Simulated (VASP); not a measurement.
# NbH2 (Fm-3m) in VASP: a series of runs

Runs on NbH2. Level: LDA. Tasks: single point, relaxation of cell and atoms.

Program: VASP 6.6.1. These are calculated values, not measurements. Logs are shortened: lines on timing, memory, paths and dates and some standing lists are left out, and cuts for length are marked.

## 1. The cell of the first run

It takes space group Fm-3m (No. 225, cubic). The conventional cell has a = 4.498 Å, b = 4.498 Å, c = 4.498 Å, α = 90.00°, β = 90.00°, γ = 90.00°. Within 2.6 Å of Nb (site symmetry m-3m) lie 8 H at 1.95 Å. H (site symmetry -43m) has 4 Nb at 1.95 Å and 6 H at 2.25 Å within 2.6 Å.

## 2. Single point, LDA

Input file INCAR:

```
SYSTEM = NbH2
PREC = Accurate
ENCUT = 520
EDIFF = 1E-6
ISMEAR = -1
SIGMA = 0.15
LREAL = .FALSE.
LASPH = .TRUE.
NELM = 60
ALGO = Normal
ISIF = 2
LWAVE = .FALSE.
LCHARG = .FALSE.
GGA = CA
NBANDS = 14
```

Input file KPOINTS:

```
Automatic mesh
0
G
  16 16 16
  0 0 0
```

Input file POSCAR:

```
NbH2
1.0
    0.0000000000      2.2489469727      2.2489469727
    2.2489469727      0.0000000000      2.2489469727
    2.2489469727      2.2489469727      0.0000000000
Nb H
1 2
Direct
    0.0000000000      0.0000000000      0.0000000000
    0.2500000000      0.2500000000      0.2500000000
    0.7500000000      0.7500000000      0.7500000000
```

Potentials or basis: VASP PAW LDA potentials, release 64 (Nb_sv, H).

Run with:

```bash
> cat potpaw_LDA.64/Nb_sv/POTCAR potpaw_LDA.64/H/POTCAR > POTCAR
> mpirun -np 1 vasp_std > vasp.out
```

OUTCAR:

```text
SYSTEM = NbH2
   PREC = Accurate
   ENCUT = 520
   EDIFF = 1E-6
   ISMEAR = -1
   LREAL = .FALSE.
   LASPH = .TRUE.
   NELM = 60
   ISIF = 2
   GGA = CA

 ion  position               nearest neighbor table
   1  0.000  0.000  0.000-   3 1.95   3 1.95   3 1.95   2 1.95   2 1.95   2 1.95   3 1.95   2 1.95

   2  0.250  0.250  0.250-   1 1.95   1 1.95   1 1.95   1 1.95
   3  0.750  0.750  0.750-   1 1.95   1 1.95   1 1.95   1 1.95

  LATTYP: Found a face centered cubic cell.
 ALAT       =     4.4978939454

  Lattice vectors:

 A1 = (   0.0000000000,   2.2489469727,   2.2489469727)
 A2 = (   2.2489469727,   0.0000000000,   2.2489469727)
 A3 = (   2.2489469727,   2.2489469727,   0.0000000000)

Analysis of symmetry for initial positions (statically):
=====================================================================
 Subroutine PRICEL returns:
 Original cell was already a primitive cell.

 Routine SETGRP: Setting up the symmetry group for a
 face centered cubic supercell.

 Subroutine GETGRP returns: Found 48 space group operations
 (whereof 48 operations were pure point group operations)
 out of a pool of 48 trial point group operations.

The static configuration has the point symmetry O_h .

Analysis of symmetry for dynamics (positions and initial velocities):
=====================================================================
 Subroutine PRICEL returns:
 Original cell was already a primitive cell.

 Routine SETGRP: Setting up the symmetry group for a
 face centered cubic supercell.

 Subroutine GETGRP returns: Found 48 space group operations
 (whereof 48 operations were pure point group operations)
 out of a pool of 48 trial point group operations.

The dynamic configuration has the point symmetry O_h .

 Subroutine INISYM returns: Found 48 space group operations
 (whereof 48 operations are pure point group operations),
 and found     1 'primitive' translations

----------------------------------------------------------------------------------------

                                     Primitive cell

  volume of cell :      22.7493

  direct lattice vectors                    reciprocal lattice vectors
     0.000000000  2.248946973  2.248946973    -0.222326274  0.222326274  0.222326274
     2.248946973  0.000000000  2.248946973     0.222326274 -0.222326274  0.222326274
     2.248946973  2.248946973  0.000000000     0.222326274  0.222326274 -0.222326274

  length of vectors
     3.180491310  3.180491310  3.180491310     0.385080402  0.385080402  0.385080402

  position of ions in fractional coordinates (direct lattice)
     0.000000000  0.000000000  0.000000000
     0.250000000  0.250000000  0.250000000
     0.750000000  0.750000000  0.750000000

  ion indices of the primitive-cell ions
   primitive index   ion index
                 1           1
                 2           2
                 3           3

----------------------------------------------------------------------------------------

 KPOINTS: Automatic mesh

Automatic generation of k-mesh.
 Grid dimensions read from file:
 generate k-points for:   16   16   16

 Generating k-lattice:

  Cartesian coordinates                     Fractional coordinates (reciprocal lattice)
    -0.013895392  0.013895392  0.013895392     0.062500000  0.000000000  0.000000000
     0.013895392 -0.013895392  0.013895392     0.000000000  0.062500000  0.000000000
     0.013895392  0.013895392 -0.013895392     0.000000000  0.000000000  0.062500000

  Length of vectors
     0.024067525  0.024067525  0.024067525

  Shift w.r.t. Gamma in fractional coordinates (k-lattice)
     0.000000000  0.000000000  0.000000000

 Subroutine IBZKPT returns following result:
 ===========================================

 Found    145 irreducible k-points:

 Following reciprocal coordinates:
            Coordinates               Weight
  0.000000  0.000000  0.000000      1.000000
  0.062500  0.000000  0.000000      8.000000
  0.125000  0.000000  0.000000      8.000000
  0.187500  0.000000  0.000000      8.000000
  0.250000  0.000000  0.000000      8.000000
  0.312500  0.000000  0.000000      8.000000
[... 16 lines left out ...]
 -0.125000  0.062500  0.000000     24.000000
 -0.062500  0.062500  0.000000     12.000000
 [... further k-points ...]
   k-points           NKPTS =    145   k-points in BZ     NKDIM =    145   number of bands    NBANDS=     14
   number of dos      NEDOS =    301   number of ions     NIONS =      3
   total plane-waves  NPLWV =  13824
   dimension x,y,z NGX =    24 NGY =   24 NGZ =   24
   dimension x,y,z NGXF=    48 NGYF=   48 NGZF=   48
   ions per type =               1   2
   NGX,Y,Z   is equivalent  to a cutoff of  12.54, 12.54, 12.54 a.u.
   NGXF,Y,Z  is equivalent  to a cutoff of  25.09, 25.09, 25.09 a.u.
 SYSTEM =  NbH2
   PREC   = accura    normal or accurate (medium, high low for compatibility)
   ISTART =      0    job   : 0-new  1-cont  2-samecut
   ICHARG =      2    charge: 1-file 2-atom 10-const
   ISPIN  =      1    spin polarized calculation?
   LNONCOLLINEAR =      F non collinear calculations
   LSORBIT =      F    spin-orbit coupling
   LASPH  =      T    aspherical Exc in radial PAW
   ENCUT  =  520.0 eV  38.22 Ry    6.18 a.u.   5.91  5.91  5.91*2*pi/ulx,y,z
   NELM   =     60;   NELMIN=  2; NELMDL= -5     # of ELM steps
   EDIFF  = 0.1E-05   stopping-criterion for ELM
   LREAL  =      F    real-space projection
   EDIFFG = 0.1E-04   stopping-criterion for IOM
   NSW    =      0    number of steps for IOM
   IBRION =     -1    ionic relax: 0-MD 1-quasi-New 2-CG
   NFREE  =      0    steps in history (QN), initial steepest desc. (CG)
   ISIF   =      2    stress and relaxation
   ISYM   =      2    0-nonsym 1-usesym 2-fastsym
   POTIM  = 0.5000    time-step for ionic-motion
   TEBEG  =    0.0;   TEEND  =   0.0 temperature during run
   PSTRESS=    0.0 pullay stress
   NELECT =      15.0000    total number of electrons
   NUPDOWN=      -1.0000    fix difference up-down
   EMIN   =  10.00;   EMAX   =-10.00  energy-range for DOS
   EFERMI =   0.00;   METHOD = LEGACY
   ISMEAR =    -1;   SIGMA  =   0.15  broadening in eV -4-tet -1-fermi 0-gaus
   EFERMI_NEDOS =   21; number of points for ismear=-14 and -15
   IALGO  =     38    algorithm
   IMIX   =      4    mixing-type and parameters
     AMIX     =   0.40;   BMIX     =  1.00
     AMIX_MAG =   1.60;   BMIX_MAG =  1.00
  volume/ion in A,a.u.               =       7.58        51.17
  Fermi-wavevector in a.u.,A,eV,Ry     =   1.424894  2.692660 27.624239  2.030324
  Thomas-Fermi vector in A             =   2.545337
   LORBIT       =      0    0 simple, 1 ext, 2 COOP (PROOUT), +10 PAW based schemes
   GGA     = CA    functional components
   LHFCALC =     F    Hartree Fock is set to
   AEXX    =    0.0000 exact exchange contribution
   IVDW    =     0    specifies the selected vdW correction
   LEPSILON=     F    determine dielectric tensor
   LRPA    =     F    only Hartree local field effects (RPA)
 non-spin polarized calculation
  energy-cutoff  :      520.00
  volume of cell :       22.75
 maximum number of plane-waves:       622
   NGX = 11   NGY = 11   NGZ = 11

 number of electron      14.9999998 magnetization

 Free energy of the ion-electron system (eV)
  ---------------------------------------------------
  ext. energy  EPLUGINS =         0.00000000
  ---------------------------------------------------
  free energy    TOTEN  =       -19.31934827 eV

  energy without entropy =      -19.24513273  energy(sigma->0) =      -19.28224050

 E-fermi :  10.2928     XC(G=0): -12.4520

 val. band max:       10.2486974298   @ k =   0.5000   0.2500   0.1250
 cond. band min:      10.3121392806   @ k =  -0.2500   0.2500   0.0625
 fundamental gap:      0.0634418508
 Fermi energy:        10.2928346984

 k-point     1 :       0.0000    0.0000    0.0000
  band No.  band energies     occupation
      1     -44.7188      2.00000
      2     -20.6164      2.00000
      3     -20.6164      2.00000
      4     -20.6164      2.00000
      5      -0.5311      2.00000
      6       8.8781      1.99984
      7       8.8781      1.99984
      8       8.8781      1.99984
      9       9.2564      1.99801
     10      11.6522      0.00023
     11      11.6522      0.00023
     12      23.0056      0.00000
     13      23.8563      0.00000
     14      23.8563      0.00000

 k-point     2 :       0.0625    0.0000    0.0000
  band No.  band energies     occupation
      1     -44.7148      2.00000
      2     -20.6491      2.00000
      3     -20.6203      2.00000
      4     -20.6203      2.00000
      5      -0.4175      2.00000
      6       7.7788      2.00000
      7       8.9363      1.99976
      8       8.9363      1.99976
      9      10.4958      0.41073
     10      11.6012      0.00033
     11      11.6012      0.00033
     12      21.8544      0.00000
     13      24.0826      0.00000
     14      24.0826      0.00000

 k-point     3 :       0.1250    0.0000    0.0000
  band No.  band energies     occupation
      1     -44.7034      2.00000
      2     -20.7411      2.00000
      3     -20.6314      2.00000
      4     -20.6314      2.00000
      5      -0.0926      2.00000
      6       6.6886      2.00000
      7       9.0882      1.99935
      8       9.0882      1.99935
      9      11.4902      0.00068
     10      11.4902      0.00068
     11      11.9897      0.00002
     12      20.5735      0.00000
     13      24.7318      0.00000
     14      24.7318      0.00000
[... 324 lines left out ...]
 k-point    23 :      -0.1250    0.0625    0.0000
  band No.  band energies     occupation
      1     -44.6950      2.00000
      2     -20.7961      2.00000
      3     -20.6596      2.00000
      4     -20.6310      2.00000
      5       0.1503      2.00000
      6       6.1764      2.00000
      7       9.2016      1.99862
      8       9.2045      1.99859
      9      11.1889      0.00508
     10      11.6580      0.00022
     11      12.7860      0.00000
     12      20.1503      0.00000
     13      24.4967      0.00000
     14      25.5094      0.00000

 k-point    24 :      -0.0625    0.0625    0.0000
  band No.  band energies     occupation
      1     -44.7083      2.00000
      2     -20.6952      2.00000
      3     -20.6376      2.00000
      4     -20.6218      2.00000
      5      -0.2325      2.00000
      6       7.0533      2.00000
      7       9.0220      1.99958
      8       9.0480      1.99950
      9      11.4055      0.00120
     10      11.4368      0.00097
     11      11.6465      0.00024
     12      21.0975      0.00000
     13      24.0858      0.00000
     14      24.6148      0.00000

 [... further k-points ...]

------------------------ aborting loop because EDIFF is reached ----------------------------------------

  FORCE on cell =-STRESS in cart. coord.  units (eV):
  Direction    XX          YY          ZZ          XY          YZ          ZX
  --------------------------------------------------------------------------------------
  -------------------------------------------------------------------------------------
  Total       -0.0300028     -0.0300028     -0.0300028      0.0000000      0.0000000     -0.0000000
  in kB       -2.1130255     -2.1130255     -2.1130255      0.0000000      0.0000000     -0.0000000
  external PRESSURE =      -2.1130255 kB  Pullay stress =       0.0000000 kB

 VOLUME and BASIS-vectors are now :
 -----------------------------------------------------------------------------
  energy-cutoff  :      520.00
  volume of cell :       22.75
      direct lattice vectors                 reciprocal lattice vectors
     0.000000000  2.248946973  2.248946973    -0.222326274  0.222326274  0.222326274
     2.248946973  0.000000000  2.248946973     0.222326274 -0.222326274  0.222326274
     2.248946973  2.248946973  0.000000000     0.222326274  0.222326274 -0.222326274

 POSITION                                       TOTAL-FORCE (eV/Angst)
 -----------------------------------------------------------------------------------
      0.00000      0.00000      0.00000         0.000000     -0.000000      0.000000
      1.12447      1.12447      1.12447        -0.000000      0.000000     -0.000000
      3.37342      3.37342      3.37342         0.000000     -0.000000      0.000000
 -----------------------------------------------------------------------------------
    total drift:                               -0.000000      0.000000      0.000000

  FREE ENERGIE OF THE ION-ELECTRON SYSTEM (eV)
  ---------------------------------------------------
  free  energy   TOTEN  =       -19.3193482652 eV

  energy  without entropy=      -19.2451327301  energy(sigma->0) =      -19.28224050
```

Wall time 21 s (1 thread of Intel Xeon Platinum 8559C (Emerald Rapids), shared host); peak memory 0.16 GiB.

What came out:

* Free energy: -19.3193 eV
* Pressure: -0.2 GPa
* Band gap on the k mesh: zero (an odd number of electrons rules out a gap without spin polarisation)

## 3. Relaxation of cell and atoms, LDA

Input file INCAR:

```
SYSTEM = NbH2
  ALGO = Normal
  EDIFF = 1E-6
  EDIFFG = -0.001
  ENCUT = 600
  GGA = CA
  IBRION = 2
  ISIF = 3
  ISMEAR = -1
  LASPH = .True.
  LCHARG = .False.
  LREAL = .False.
  LWAVE = .False.
  NELM = 100
  NSW = 80
  PREC = Accurate
  SIGMA = 0.15
```

Input file KPOINTS:

```
k-points
0
Gamma
  16 16 16
  0 0 0
```

Input file POSCAR:

```
NbH2
1.0
    0.0000000000      2.2476930305      2.2476930305
    2.2476930305      0.0000000000      2.2476930305
    2.2476930305      2.2476930305      0.0000000000
Nb H
1 2
Direct
    0.0000000000      0.0000000000      0.0000000000
    0.2500000000      0.2500000000      0.2500000000
    0.7500000000      0.7500000000      0.7500000000
```

Potentials or basis: VASP PAW LDA potentials, release 64 (Nb_sv, H).

Run with:

```bash
> cat potpaw_LDA.64/Nb_sv/POTCAR potpaw_LDA.64/H/POTCAR > POTCAR
> mpirun -np 1 vasp_std > vasp.out
```

Wall time 56 s (1 thread of Intel Xeon Platinum 8559C (Emerald Rapids), shared host); peak memory 0.19 GiB.

It converged, with:

```
Free energy                           : -19.3206 eV
Relaxed volume                        : 7.58 Å³/atom
Relaxed cell                          : a = 3.180 Å, b = 3.180 Å, c = 3.180 Å, α = 60.00°, β = 60.00°, γ = 60.00°
Space group after relaxing (to 0.1 Å) : Fm-3m (No. 225)
Energy gained by relaxing             : 0.0 meV/atom
Ionic steps                           : 4
Pressure after relaxing               : 0.0 GPa
Band gap on the k mesh                : zero (an odd number of electrons rules out a gap without spin polarisation)
```

Final structure:
```
Nb H
1.0
     0.00000    2.24849    2.24849
     2.24849    0.00000    2.24849
     2.24849    2.24849    0.00000
Nb H
1 2
Cartesian
  0.0000 0.0000 0.0000
  1.1242 1.1242 1.1242
  3.3727 3.3727 3.3727
```

Levels at points of the mesh, in eV from the Fermi level:
```csv
k point,band 5,band 6,band 7,band 8,band 9,band 10
"(0.00, 0.00, 0.00)",-10.83,-1.42,-1.42,-1.42,-1.04,1.36
"(0.50, 0.00, 0.00)",-8.56,-4.81,-1.26,-1.26,2.83,2.83
"(0.50, 0.50, 0.00)",-7.72,-4.87,-4.52,3.01,3.08,3.08
```
